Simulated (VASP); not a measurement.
Write the native input for VASP 6.6.1 that does the following.

```
Task                   : relaxation of cell and atoms
Functional             : r2SCAN
Potentials or basis    : VASP PAW PBE potentials, release 64 (Se)
Cutoff                 : 600 eV
k mesh                 : 9 × 9 × 9
Occupations            : fermi-dirac, width 0.05 eV
Spin                   : no spin polarisation
Dipole correction      : no
Further INCAR settings : ALGO = Normal; EDIFF = 1e-07; IBRION = 2; EDIFFG = -0.01; NSW = 60; ISIF = 3
```

Se:

```
Se
1.0
     2.81056    0.00000    0.00000
     0.00000    2.81056    0.00000
     0.00000    0.00000    2.81056
Se
1
Direct
  0.00000 0.00000 0.00000
```

The input as run:

POSCAR

```
Se
1.0
    2.8105630200      0.0000000000      0.0000000000
    0.0000000000      2.8105630200      0.0000000000
    0.0000000000      0.0000000000      2.8105630200
Se
1
Direct
    0.0000000000      0.0000000000      0.0000000000
```

INCAR.step1

```
  PREC = Accurate
  ENCUT = 600
  ISMEAR = -1
  SIGMA = 0.05
  LREAL = F
  LASPH = T
  NELM = 80
  GGA = PE
  ALGO = Normal
  EDIFF = 1E-4
  LWAVE = T
  LCHARG = F
```

INCAR.step2

```
  PREC = Accurate
  ENCUT = 600
  EDIFF = 1E-7
  ISMEAR = -1
  SIGMA = 0.05
  LREAL = F
  LASPH = T
  NELM = 80
  ALGO = Normal
  ISIF = 3
  LWAVE = F
  LCHARG = F
  METAGGA = R2SCAN
  LMIXTAU = T
  IBRION = 2
  NSW = 60
  EDIFFG = -0.01
  ISTART = 1
```

KPOINTS

```
Automatic mesh
0
Gamma
  9 9 9
```

Potentials or basis: VASP PAW PBE potentials, release 64 (Se).

The run is started by

```console
$ cat potpaw_PBE.64/Se/POTCAR > POTCAR
$ cp INCAR.step1 INCAR
$ mpirun -np 1 vasp_std > vasp.out
$ cp INCAR.step2 INCAR
$ mpirun -np 1 vasp_std > vasp.out
```

It gave:

The relaxed volume is 22.41 Å³/atom. The relaxed cell is a = 2.820 Å, b = 2.820 Å, c = 2.820 Å, α = 90.00°, β = 90.00°, γ = 90.00°, the space group after relaxing (to 0.05 Å) is Pm-3m (No. 221) and the energy gained by relaxing is 0.5 meV/atom. The ionic steps are 3. The pressure after relaxing is 0.0 GPa and the band gap on the k mesh is zero (band 3 reaches 7.52 eV, above the bottom of band 4 at 1.15 eV).

Caveat: the PAW data sets were made with another functional, which shifts forces and pressure a little.

It took 29 s on 1 thread of Intel(R) Xeon(R) Platinum 8488C (Sapphire Rapids) (shared host), peak memory 0.14 GiB.
